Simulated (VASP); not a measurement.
# Mn (P6_3/mmc) in VASP: single point with r2SCAN

Aim: the single point of Mn with r2SCAN.

Program: VASP 6.6.1. These are calculated values, not measurements. Logs are shortened: lines on timing, memory, paths and dates and some standing lists are left out, and cuts for length are marked.

### 1 The cell of the first run

Symmetry: P6_3/mmc, No. 194, hexagonal system. The conventional cell has a = 2.935 Å, b = 2.935 Å, c = 8.853 Å, α = 90.00°, β = 90.00°, γ = 120.00°. Mn (site symmetry -3m) has 12 Mn at 2.79 to 2.94 Å within 3.7 Å. Within 3.7 Å of Mn (site symmetry -6m2) lie 12 Mn at 2.79 to 2.94 Å.

This isn't the form of Mn at room conditions, which is a 58-atom cubic cell.

### 2 Single point, r2SCAN, collinear spin, antiferromagnetic start (16.51 Å³/atom)

Contents of POSCAR:

```
Mn
1.0
    2.9351257874      0.0000000000      0.0000000000
   -1.4675628937      2.5418934952      0.0000000000
    0.0000000000      0.0000000000      8.8533446047
Mn
4
Direct
    0.0000000000      1.0000000000      1.0000000000
    0.0000000000      1.0000000000      0.5000000000
    0.3333333333      0.6666666667      0.2500000000
    0.6666666667      0.3333333333      0.7500000000
```

Contents of INCAR.step1:

```
ALGO     = Normal         # electronic algorithm
EDIFF    = 1E-4           # SCF threshold, eV
ENCUT    = 520            # plane-wave cutoff, eV
GGA      = PE             # functional
ISMEAR   = -1             # smearing method
ISPIN    = 2              # spin polarisation
LASPH    = T              # aspherical terms in the spheres
LCHARG   = F              # write CHGCAR
LMAXMIX  = 4              # l up to which the mixer works
LREAL    = F              # projectors in reciprocal space
LWAVE    = T              # write WAVECAR
MAGMOM   = 3.68 3.68 -3.689 -3.689 # initial moments
NBANDS   = 38             # bands
NELM     = 150            # most SCF steps
PREC     = Accurate       # precision mode
SIGMA    = 0.05           # smearing width, eV
```

Contents of INCAR.step2:

```
ALGO     = Normal         # electronic algorithm
EDIFF    = 1E-6           # SCF threshold, eV
ENCUT    = 520            # plane-wave cutoff, eV
ISIF     = 2              # what is computed and relaxed
ISMEAR   = -1             # smearing method
ISPIN    = 2              # spin polarisation
ISTART   = 1            
LASPH    = T              # aspherical terms in the spheres
LCHARG   = T              # write CHGCAR
LELF     = T              # ELF
LMAXMIX  = 4              # l up to which the mixer works
LMIXTAU  = T            
LORBIT   = 11             # projections on sites
LREAL    = F              # projectors in reciprocal space
LVHAR    = T            
LWAVE    = F              # write WAVECAR
MAGMOM   = 3.68 3.68 -3.689 -3.689 # initial moments
METAGGA  = R2SCAN         # meta-GGA
NBANDS   = 38             # bands
NELM     = 150            # most SCF steps
PREC     = Accurate       # precision mode
SIGMA    = 0.05           # smearing width, eV
```

Contents of KPOINTS:

```
k-points
0
Gamma
  14 14 4
```

Potentials or basis: VASP PAW PBE potentials, release 64 (Mn_pv).

Run with:

```console
cat potpaw_PBE.64/Mn_pv/POTCAR > POTCAR
cp INCAR.step1 INCAR
mpirun -np 1 vasp_std > vasp.out
cp INCAR.step2 INCAR
mpirun -np 1 vasp_std > vasp.out
```

OUTCAR:

```text
EDIFF = 1E-6
   ENCUT = 520
   ISIF = 2
   ISMEAR = -1
   ISPIN = 2
   ISTART = 1
   LASPH = T
   LORBIT = 11
   LREAL = F
   METAGGA = R2SCAN
   NELM = 150
   PREC = Accurate

 ion  position               nearest neighbor table
   1  0.000  0.000  0.000-   3 2.79   4 2.79   4 2.79   3 2.79   4 2.79   3 2.79
   2  0.000  0.000  0.500-   3 2.79   4 2.79   4 2.79   3 2.79   4 2.79   3 2.79
   3  0.333  0.667  0.250-   1 2.79   2 2.79   1 2.79   2 2.79   1 2.79   2 2.79
   4  0.667  0.333  0.750-   1 2.79   2 2.79   1 2.79   2 2.79   1 2.79   2 2.79

  LATTYP: Found a hexagonal cell.
 ALAT       =     2.9351257874
 C/A-ratio  =     3.0163424827

  Lattice vectors:

 A1 = (   2.9351257874,   0.0000000000,   0.0000000000)
 A2 = (  -1.4675628937,   2.5418934952,   0.0000000000)
 A3 = (   0.0000000000,   0.0000000000,   8.8533446047)

Analysis of symmetry for initial positions (statically):
=====================================================================
 Subroutine PRICEL returns:
 Original cell was already a primitive cell.

 Routine SETGRP: Setting up the symmetry group for a
 hexagonal supercell.

 Subroutine GETGRP returns: Found 24 space group operations
 (whereof 12 operations were pure point group operations)
 out of a pool of 24 trial point group operations.

The static configuration has the point symmetry D_3d.
 The point group associated with its full space group is D_6h.

Analysis of symmetry for dynamics (positions and initial velocities):
=====================================================================
 Subroutine PRICEL returns:
 Original cell was already a primitive cell.

 Routine SETGRP: Setting up the symmetry group for a
 hexagonal supercell.

 Subroutine GETGRP returns: Found 24 space group operations
 (whereof 12 operations were pure point group operations)
 out of a pool of 24 trial point group operations.

The dynamic configuration has the point symmetry D_3d.
 The point group associated with its full space group is D_6h.

Analysis of structural, dynamic, and magnetic symmetry:
=====================================================================
 Subroutine PRICEL returns:
 Original cell was already a primitive cell.

 Routine SETGRP: Setting up the symmetry group for a
 hexagonal supercell.

 Subroutine GETGRP returns: Found 24 space group operations
 (whereof 12 operations were pure point group operations)
 out of a pool of 24 trial point group operations.

The overall configuration has the point symmetry D_3d.
 The point group associated with its full space group is D_6h.

 Subroutine INISYM returns: Found 24 space group operations
 (whereof 12 operations are pure point group operations),
 and found     1 'primitive' translations

----------------------------------------------------------------------------------------

                                     Primitive cell

  volume of cell :      66.0528

  direct lattice vectors                    reciprocal lattice vectors
     2.935125787  0.000000000  0.000000000     0.340700901  0.196703757  0.000000000
    -1.467562894  2.541893495  0.000000000     0.000000000  0.393407514  0.000000000
     0.000000000  0.000000000  8.853344605     0.000000000  0.000000000  0.112951663

  length of vectors
     2.935125787  2.935125787  8.853344605     0.393407514  0.393407514  0.112951663

  position of ions in fractional coordinates (direct lattice)
     0.000000000  0.000000000  0.000000000
     0.000000000  0.000000000  0.500000000
     0.333333333  0.666666667  0.250000000
     0.666666667  0.333333333  0.750000000

  ion indices of the primitive-cell ions
   primitive index   ion index
                 1           1
                 2           2
                 3           3
                 4           4

----------------------------------------------------------------------------------------

 KPOINTS: k-points

Automatic generation of k-mesh.
 Grid dimensions read from file:
 generate k-points for:   14   14    4

 Generating k-lattice:

  Cartesian coordinates                     Fractional coordinates (reciprocal lattice)
     0.024335779  0.014050268  0.000000000     0.071428571  0.000000000  0.000000000
     0.000000000  0.028100537  0.000000000     0.000000000  0.071428571  0.000000000
     0.000000000  0.000000000  0.028237916     0.000000000  0.000000000  0.250000000

  Length of vectors
     0.028100537  0.028100537  0.028237916

  Shift w.r.t. Gamma in fractional coordinates (k-lattice)
     0.000000000  0.000000000  0.000000000

 Subroutine IBZKPT returns following result:
 ===========================================

 Found     72 irreducible k-points:

 Following reciprocal coordinates:
            Coordinates               Weight
  0.000000  0.000000  0.000000      1.000000
  0.071429  0.000000  0.000000      6.000000
  0.142857  0.000000  0.000000      6.000000
  0.214286  0.000000  0.000000      6.000000
  0.285714  0.000000  0.000000      6.000000
  0.357143  0.000000  0.000000      6.000000
[... 16 lines left out ...]
  0.285714  0.285714  0.000000      6.000000
  0.357143  0.285714  0.000000      6.000000
 [... further k-points ...]
   k-points           NKPTS =     72   k-points in BZ     NKDIM =     72   number of bands    NBANDS=     38
   number of dos      NEDOS =    301   number of ions     NIONS =      4
   total plane-waves  NPLWV =  40320
   dimension x,y,z NGX =    24 NGY =   24 NGZ =   70
   dimension x,y,z NGXF=    48 NGYF=   48 NGZF=  140
   ions per type =               4
   NGX,Y,Z   is equivalent  to a cutoff of  13.59, 13.59, 13.14 a.u.
   NGXF,Y,Z  is equivalent  to a cutoff of  27.19, 27.19, 26.29 a.u.
 SYSTEM =  unknown system
   PREC   = accura    normal or accurate (medium, high low for compatibility)
   ISTART =      1    job   : 0-new  1-cont  2-samecut
   ICHARG =      0    charge: 1-file 2-atom 10-const
   ISPIN  =      2    spin polarized calculation?
   LNONCOLLINEAR =      F non collinear calculations
   LSORBIT =      F    spin-orbit coupling
   LASPH  =      T    aspherical Exc in radial PAW
   ENCUT  =  520.0 eV  38.22 Ry    6.18 a.u.   5.46  5.46 16.46*2*pi/ulx,y,z
   NELM   =    150;   NELMIN=  2; NELMDL=  0     # of ELM steps
   EDIFF  = 0.1E-05   stopping-criterion for ELM
   LREAL  =      F    real-space projection
   EDIFFG = 0.1E-04   stopping-criterion for IOM
   NSW    =      0    number of steps for IOM
   IBRION =     -1    ionic relax: 0-MD 1-quasi-New 2-CG
   NFREE  =      0    steps in history (QN), initial steepest desc. (CG)
   ISIF   =      2    stress and relaxation
   ISYM   =      2    0-nonsym 1-usesym 2-fastsym
   POTIM  = 0.5000    time-step for ionic-motion
   TEBEG  =    0.0;   TEEND  =   0.0 temperature during run
   PSTRESS=    0.0 pullay stress
   NELECT =      52.0000    total number of electrons
   NUPDOWN=      -1.0000    fix difference up-down
   EMIN   =  10.00;   EMAX   =-10.00  energy-range for DOS
   EFERMI =   0.00;   METHOD = LEGACY
   ISMEAR =    -1;   SIGMA  =   0.05  broadening in eV -4-tet -1-fermi 0-gaus
   EFERMI_NEDOS =   21; number of points for ismear=-14 and -15
   IALGO  =     38    algorithm
   IMIX   =      4    mixing-type and parameters
     AMIX     =   0.40;   BMIX     =  1.00
     AMIX_MAG =   1.60;   BMIX_MAG =  1.00
  volume/ion in A,a.u.               =      16.51       111.44
  Fermi-wavevector in a.u.,A,eV,Ry     =   1.511630  2.856566 31.089651  2.285025
  Thomas-Fermi vector in A             =   2.621662
   LORBIT       =     11    0 simple, 1 ext, 2 COOP (PROOUT), +10 PAW based schemes
   METAGGA = R2SCAN    functional components
   LHFCALC =     F    Hartree Fock is set to
   AEXX    =    0.0000 exact exchange contribution
   IVDW    =     0    specifies the selected vdW correction
   LEPSILON=     F    determine dielectric tensor
   LRPA    =     F    only Hartree local field effects (RPA)
 spin polarized calculation
  energy-cutoff  :      520.00
  volume of cell :       66.05
 maximum number of plane-waves:      1821
 NGX is ok and might be reduce to    24
   NGX = 11   NGY = 11   NGZ = 33

 number of electron      52.0000036 magnetization       0.0022918

 number of electron      52.0000036 magnetization      -0.0722789

 Free energy of the ion-electron system (eV)
  ---------------------------------------------------
  ext. energy  EPLUGINS =         0.00000000
  ---------------------------------------------------
  free energy    TOTEN  =       -58.63107145 eV

  energy without entropy =      -58.61494291  energy(sigma->0) =      -58.62300718

 E-fermi :   6.7574     XC(G=0): -12.4796

 val. band max:        6.7569961581   @ k =   0.3571   0.2143   0.0000
 cond. band min:       6.7600150510   @ k =   0.3571   0.2143   0.0000
 fundamental gap:      0.0030188929
 Fermi energy:         6.7573545938

 spin component 1

 k-point     1 :       0.0000    0.0000    0.0000
  band No.  band energies     occupation
      1     -45.9292      1.00000
      2     -45.9276      1.00000
      3     -45.8109      1.00000
      4     -45.8108      1.00000
      5     -45.8108      1.00000
      6     -45.8108      1.00000
[... 30 lines left out ...]
     37      12.9284      0.00000
     38      19.2191      0.00000
[... 941 lines left out ...]
     37      11.7032      0.00000
     38      11.8218      0.00000

 [... further k-points ...]

 spin component 2

 k-point     1 :       0.0000    0.0000    0.0000
  band No.  band energies     occupation
      1     -45.9716      1.00000
      2     -45.9699      1.00000
      3     -45.9288      1.00000
      4     -45.9287      1.00000
      5     -45.9287      1.00000
      6     -45.9286      1.00000
[... 30 lines left out ...]
     37      12.8551      0.00000
     38      19.2048      0.00000
[... 941 lines left out ...]
     37      11.8472      0.00000
     38      12.4534      0.00000

 [... further k-points ...]

------------------------ aborting loop because EDIFF is reached ----------------------------------------

  FORCE on cell =-STRESS in cart. coord.  units (eV):
  Direction    XX          YY          ZZ          XY          YZ          ZX
  --------------------------------------------------------------------------------------
  -------------------------------------------------------------------------------------
  Total       -2.7418310     -2.7418310     -2.3111912      0.0000000     -0.0000000      0.0000000
  in kB      -66.5058468    -66.5058468    -56.0602483      0.0000000     -0.0000000      0.0000000
  external PRESSURE =     -63.0239806 kB  Pullay stress =       0.0000000 kB

 VOLUME and BASIS-vectors are now :
 -----------------------------------------------------------------------------
  energy-cutoff  :      520.00
  volume of cell :       66.05
      direct lattice vectors                 reciprocal lattice vectors
     2.935125787  0.000000000  0.000000000     0.340700901  0.196703757  0.000000000
    -1.467562894  2.541893495  0.000000000     0.000000000  0.393407514  0.000000000
     0.000000000  0.000000000  8.853344605     0.000000000  0.000000000  0.112951663

 POSITION                                       TOTAL-FORCE (eV/Angst)
 -----------------------------------------------------------------------------------
      0.00000      0.00000      0.00000         0.000000      0.000000     -0.000000
      0.00000      0.00000      4.42667         0.000000      0.000000     -0.000000
     -0.00000      1.69460      2.21334        -0.000000      0.000000      0.000000
      1.46756      0.84730      6.64001         0.000000     -0.000000      0.000000
 -----------------------------------------------------------------------------------
    total drift:                               -0.000000      0.000000      0.000000

  FREE ENERGIE OF THE ION-ELECTRON SYSTEM (eV)
  ---------------------------------------------------
  free  energy   TOTEN  =       -58.6310714493 eV

  energy  without entropy=      -58.6149429053  energy(sigma->0) =      -58.62300718

 total charge

# of ion       s       p       d       tot
------------------------------------------
    1        0.348   6.244   4.856  11.448
    2        0.348   6.244   4.856  11.448
    3        0.354   6.245   4.850  11.448
    4        0.354   6.245   4.850  11.448
--------------------------------------------------
tot          1.404  24.978  19.412  45.794

 magnetization (x)

# of ion       s       p       d       tot
------------------------------------------
    1        0.034   0.053   3.795   3.882
    2        0.034   0.053   3.795   3.882
    3       -0.040  -0.054  -3.817  -3.911
    4       -0.040  -0.054  -3.817  -3.911
--------------------------------------------------
tot         -0.013  -0.002  -0.044  -0.059
```

It took 34 min on 1 thread of Oxide Virtual Turin-like, shared host; peak memory 0.36 GiB.

Results:

```
Free energy                                           : -58.6311 eV
Pressure                                              : -6.3 GPa
Net moment                                            : -0.07 μB per cell
Site moments                                          : Mn +3.88, -3.91 (each value once) μB
Valence electrons inside the program's atomic spheres : Mn 11.45
```

Stress tensor (GPa, compression positive):
```
-6.65  0.00  0.00
 0.00 -6.65  0.00
 0.00  0.00 -5.61
```

Caveat: the cell stands under tension; the PAW data sets were made with another functional, which shifts forces and pressure a little.
